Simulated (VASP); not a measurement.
# WSe (F-43m) in VASP: single point with PBE+U

Aim: the single point of WSe with PBE+U.

All numbers are computed with VASP 6.6.1; they aren't measurements. Logs are shortened: lines on timing, memory, paths and dates and some standing lists are left out, and cuts for length are marked.

## (1) The cell of the first run

Symmetry: F-43m, No. 216, cubic system. The conventional cell has a = 5.678 Å, b = 5.678 Å, c = 5.678 Å, α = 90.00°, β = 90.00°, γ = 90.00°. Within 3.2 Å of W (site symmetry -43m) lie 4 Se at 2.46 Å. Within 3.2 Å of Se (site symmetry -43m) lie 4 W at 2.46 Å.

## (2) Single point, PBE+U, collinear spin, ferromagnetic start

The input, INCAR:

```
SYSTEM = WSe
PREC     = Accurate       ! precision mode
ENCUT    = 520            ! plane-wave cutoff, eV
EDIFF    = 1E-6           ! SCF threshold, eV
ISMEAR   = 0              ! smearing method
SIGMA    = 0.05           ! smearing width, eV
LREAL    = .False.        ! projectors in reciprocal space
LASPH    = .True.         ! aspherical terms in the spheres
NELM     = 150            ! most SCF steps
ALGO     = Normal         ! electronic algorithm
ISIF     = 2              ! what is computed and relaxed
LWAVE    = .False.        ! write WAVECAR
LCHARG   = .False.        ! write CHGCAR
ISPIN    = 2              ! spin polarisation
MAGMOM   = 1 0            ! initial moments
LORBIT   = 11             ! projections on sites
LMAXMIX  = 4              ! l up to which the mixer works
LDAU     = .True.         ! DFT+U
LDAUTYPE = 2            
LDAUL    = 2 -1           ! shell
LDAUU    = 2 0            ! U, eV
LDAUJ    = 0 0          
LDAUPRINT= 1            
GGA      = PE             ! functional
NBANDS   = 21             ! bands
```

The input, KPOINTS:

```
Automatic mesh
0
Gamma
  12 12 12
  0 0 0
```

The input, POSCAR:

```
WSe
1.0
    0.0000000000      2.8388664208      2.8388664208
    2.8388664208      0.0000000000      2.8388664208
    2.8388664208      2.8388664208      0.0000000000
W Se
1 1
Direct
    0.0000000000      0.0000000000      0.0000000000
    0.2500000000      0.2500000000      0.2500000000
```

Potentials or basis: VASP PAW PBE potentials, release 64 (W_sv, Se).

Started as:

```bash
$ cat potpaw_PBE.64/W_sv/POTCAR potpaw_PBE.64/Se/POTCAR > POTCAR
$ mpirun -np 1 vasp_std > vasp.out
```

OUTCAR:

```text
SYSTEM = WSe
   PREC = Accurate
   ENCUT = 520
   EDIFF = 1E-6
   ISMEAR = 0
   LREAL = .False.
   LASPH = .True.
   NELM = 150
   ISIF = 2
   ISPIN = 2
   LORBIT = 11
   GGA = PE

 ion  position               nearest neighbor table
   1  0.000  0.000  0.000-   2 2.46   2 2.46   2 2.46   2 2.46
   2  0.250  0.250  0.250-   1 2.46   1 2.46   1 2.46   1 2.46

  LATTYP: Found a face centered cubic cell.
 ALAT       =     5.6777328416

  Lattice vectors:

 A1 = (   0.0000000000,   2.8388664208,   2.8388664208)
 A2 = (   2.8388664208,   0.0000000000,   2.8388664208)
 A3 = (   2.8388664208,   2.8388664208,   0.0000000000)

Analysis of symmetry for initial positions (statically):
=====================================================================
 Subroutine PRICEL returns:
 Original cell was already a primitive cell.

 Routine SETGRP: Setting up the symmetry group for a
 face centered cubic supercell.

 Subroutine GETGRP returns: Found 24 space group operations
 (whereof 24 operations were pure point group operations)
 out of a pool of 48 trial point group operations.

The static configuration has the point symmetry T_d .

Analysis of symmetry for dynamics (positions and initial velocities):
=====================================================================
 Subroutine PRICEL returns:
 Original cell was already a primitive cell.

 Routine SETGRP: Setting up the symmetry group for a
 face centered cubic supercell.

 Subroutine GETGRP returns: Found 24 space group operations
 (whereof 24 operations were pure point group operations)
 out of a pool of 48 trial point group operations.

The dynamic configuration has the point symmetry T_d .

Analysis of structural, dynamic, and magnetic symmetry:
=====================================================================
 Subroutine PRICEL returns:
 Original cell was already a primitive cell.

[... 173 lines left out ...]
  o =  0.1716  v =  0.0000  0.0000  0.0000  0.0000  0.0000  0.0000 -0.0000 -0.0373  0.0000  0.9993      0.0000  0.0000  0.0000  0.0000  0.0000  0.0000  0.0000  0.0000  0.0000  0.0000
  o =  0.2866  v =  0.0000  0.0000  0.0000  0.0000  0.0000  1.0000  0.0000  0.0000  0.0000  0.0000      0.0000  0.0000  0.0000  0.0000  0.0000  0.0000  0.0000  0.0000  0.0000  0.0000
  o =  0.2866  v =  0.0000  0.0000  0.0000  0.0000  0.0000  0.0000  0.2394 -0.0000  0.9709 -0.0000      0.0000  0.0000  0.0000  0.0000  0.0000  0.0000  0.0000  0.0000  0.0000  0.0000
  o =  0.2866  v =  0.0000  0.0000  0.0000  0.0000  0.0000  0.0000  0.9709 -0.0000 -0.2394  0.0000      0.0000  0.0000  0.0000  0.0000  0.0000  0.0000  0.0000  0.0000  0.0000  0.0000
  o =  0.3376  v =  0.0000  0.0442 -0.0000  0.9990  0.0000  0.0000  0.0000  0.0000  0.0000  0.0000      0.0000  0.0000  0.0000  0.0000  0.0000  0.0000  0.0000  0.0000  0.0000  0.0000
  o =  0.3376  v =  1.0000  0.0000  0.0000  0.0000  0.0000  0.0000  0.0000  0.0000  0.0000  0.0000      0.0000  0.0000  0.0000  0.0000  0.0000  0.0000  0.0000  0.0000  0.0000  0.0000
  o =  0.3376  v =  0.0000 -0.9990  0.0000  0.0442  0.0000  0.0000  0.0000  0.0000  0.0000  0.0000      0.0000  0.0000  0.0000  0.0000  0.0000  0.0000  0.0000  0.0000  0.0000  0.0000
  o =  0.6541  v =  0.0000  0.0000  0.9999  0.0000 -0.0117  0.0000  0.0000  0.0000  0.0000  0.0000      0.0000  0.0000  0.0000  0.0000  0.0000  0.0000  0.0000  0.0000  0.0000  0.0000
  o =  0.6541  v =  0.0000  0.0000  0.0117 -0.0000  0.9999  0.0000  0.0000  0.0000  0.0000  0.0000      0.0000  0.0000  0.0000  0.0000  0.0000  0.0000  0.0000  0.0000  0.0000  0.0000

 number of electron      20.0000000 magnetization       1.3751339

 Free energy of the ion-electron system (eV)
  ---------------------------------------------------
  ext. energy  EPLUGINS =         0.00000000
  ---------------------------------------------------
  free energy    TOTEN  =       -12.36513558 eV

  energy without entropy =      -12.36269857  energy(sigma->0) =      -12.36391708

 E-fermi :   6.3014     XC(G=0): -10.4255

 val. band max:        6.2880108656   @ k =  -0.4167   0.4167   0.0000
 cond. band min:       6.3028097398   @ k =   0.0000   0.0000   0.0000
 fundamental gap:      0.0147988742
 Fermi energy:         6.3014103885

 spin component 1

 k-point     1 :       0.0000    0.0000    0.0000
  band No.  band energies     occupation
      1     -68.4099      1.00000
      2     -32.7558      1.00000
      3     -32.7558      1.00000
      4     -32.7558      1.00000
      5      -9.2502      1.00000
      6       0.7867      1.00000
[... 1145 lines left out ...]
     20      19.4456      0.00000
     21      21.8856      0.00000

 [... further k-points ...]

------------------------ aborting loop because EDIFF is reached ----------------------------------------

  FORCE on cell =-STRESS in cart. coord.  units (eV):
  Direction    XX          YY          ZZ          XY          YZ          ZX
  --------------------------------------------------------------------------------------
  -------------------------------------------------------------------------------------
  Total        0.7029661      0.7029661      0.7029661      0.0000000     -0.0000000      0.0000000
  in kB       24.6138793     24.6138793     24.6138793      0.0000000     -0.0000000      0.0000000
  external PRESSURE =      24.6138793 kB  Pullay stress =       0.0000000 kB

 VOLUME and BASIS-vectors are now :
 -----------------------------------------------------------------------------
  energy-cutoff  :      520.00
  volume of cell :       45.76
      direct lattice vectors                 reciprocal lattice vectors
     0.000000000  2.838866421  2.838866421    -0.176126639  0.176126639  0.176126639
     2.838866421  0.000000000  2.838866421     0.176126639 -0.176126639  0.176126639
     2.838866421  2.838866421  0.000000000     0.176126639  0.176126639 -0.176126639

 POSITION                                       TOTAL-FORCE (eV/Angst)
 -----------------------------------------------------------------------------------
      0.00000      0.00000      0.00000         0.000000      0.000000     -0.000000
      1.41943      1.41943      1.41943        -0.000000     -0.000000      0.000000
 -----------------------------------------------------------------------------------
    total drift:                                0.000000      0.000000      0.000000

  FREE ENERGIE OF THE ION-ELECTRON SYSTEM (eV)
  ---------------------------------------------------
  free  energy   TOTEN  =       -12.3651355833 eV

  energy  without entropy=      -12.3626985738  energy(sigma->0) =      -12.36391708

 total charge

# of ion       s       p       d       tot
------------------------------------------
    1        2.322   6.170   3.475  11.967
    2        1.416   2.439   0.154   4.009
--------------------------------------------------
tot          3.738   8.610   3.628  15.976

 magnetization (x)

# of ion       s       p       d       tot
------------------------------------------
    1        0.039   0.015   1.106   1.161
    2       -0.007  -0.046   0.026  -0.027
--------------------------------------------------
tot          0.032  -0.030   1.133   1.134
```

OSZICAR:

```text
N       E                     dE             d eps       ncg     rms          rms(c)
DAV:   1     0.157870425703E+03    0.15787E+03   -0.93054E+03  6048   0.922E+02
DAV:   2    -0.606068982947E+01   -0.16393E+03   -0.15793E+03  6826   0.280E+02
DAV:   3    -0.125495784546E+02   -0.64889E+01   -0.64207E+01  7186   0.524E+01
DAV:   4    -0.126064251086E+02   -0.56847E-01   -0.56834E-01  6703   0.546E+00
DAV:   5    -0.126070392861E+02   -0.61418E-03   -0.61417E-03  7126   0.564E-01    0.152E+01
DAV:   6    -0.122594246903E+02    0.34761E+00   -0.15074E+00  6579   0.796E+00    0.621E+00
DAV:   7    -0.123604248245E+02   -0.10100E+00   -0.34123E-01  6898   0.248E+00    0.336E+00
DAV:   8    -0.123628128018E+02   -0.23880E-02   -0.26575E-02  6468   0.951E-01    0.159E+00
DAV:   9    -0.123635774321E+02   -0.76463E-03   -0.45120E-03  7003   0.345E-01    0.304E-01
DAV:  10    -0.123648091780E+02   -0.12317E-02   -0.18508E-03  6408   0.216E-01    0.137E-01
DAV:  11    -0.123650655950E+02   -0.25642E-03   -0.22824E-04  7121   0.733E-02    0.590E-02
DAV:  12    -0.123651285040E+02   -0.62909E-04   -0.93482E-05  6558   0.470E-02    0.224E-02
DAV:  13    -0.123651358069E+02   -0.73029E-05   -0.13834E-05  6968   0.234E-02    0.886E-03
DAV:  14    -0.123651355833E+02    0.22365E-06   -0.13217E-06  5586   0.689E-03
   1 F= -.12365136E+02 E0= -.12363917E+02  d E =-.243701E-02  mag=     1.3746
```

stdout:

```text
POSCAR found type information on POSCAR W Se
 POSCAR found :  2 types and       2 ions
 scaLAPACK will be used
 LDA part: xc-table for (Slater+PW92), standard interpolation
 POSCAR, INCAR and KPOINTS ok, starting setup
 FFT: planning ... GRIDC
 FFT: planning ... GRID_SOFT
 FFT: planning ... GRID
 WAVECAR not read
 entering main loop
```

Run time: 3.6 min. Hardware: 1 thread of AMD EPYC 9R45, shared host; peak memory 0.23 GiB.

What came out:

| Quantity | Value |
| --- | --- |
| Free energy | -12.3651 eV |
| Pressure | 2.5 GPa |
| Net moment | 1.38 μB per cell |
| Site moments | W +1.16; Se -0.03 μB |
| Valence electrons inside the program's atomic spheres | W 11.97; Se 4.01 |

Eigenvalues of the final occupation matrices:
| site | spin | trace | eigenvalues |
| --- | --- | --- | --- |
| site 1 d | 1 | 2.32 | 0.34 0.34 0.34 0.65 0.65 |
| site 1 d | 2 | 1.20 | 0.17 0.17 0.29 0.29 0.29 |

Caveat: spin-orbit coupling is left out, which moves the levels of the heavy elements. The state reached can hang on the start; a lower one may exist.
